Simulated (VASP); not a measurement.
A run of VASP 6.6.1 is set up as follows.

The input INCAR:

```
SYSTEM = As
ALGO = Normal ; EDIFF = 1E-7
ENCUT = 520 ; GGA = CA
ISIF = 2 ; ISMEAR = -1
LASPH = .TRUE. ; LCHARG = .FALSE.
LREAL = .FALSE. ; LWAVE = .FALSE.
NBANDS = 12 ; NELM = 60
PREC = Accurate ; SIGMA = 0.05
```

KPOINTS

```
k-points
0
G
  9 9 9
  0 0 0
```

File POSCAR:

```
As
1.0
    1.8807968987      1.0858785957      3.5140619945
   -1.8807968987      1.0858785957      3.5140619945
    0.0000000000     -2.1717571915      3.5140619945
As
2
Direct
    0.2260000000      0.2260000000      0.2260000000
    0.7740000000      0.7740000000      0.7740000000
```

Potentials or basis: VASP PAW LDA potentials, release 64 (As).

Launch:

```console
$ cat potpaw_LDA.64/As/POTCAR > POTCAR
$ mpirun -np 1 vasp_std > vasp.out
```

(1) What does it give for the band gap on the k mesh?

(2) What does it give for the largest force?

(3) Estimate the pressure.

Results:

(1) zero (band 5 reaches 5.42 eV, above the bottom of band 6 at 5.33 eV).

(2) 0.333 eV/Å.

(3) -0.9 GPa.
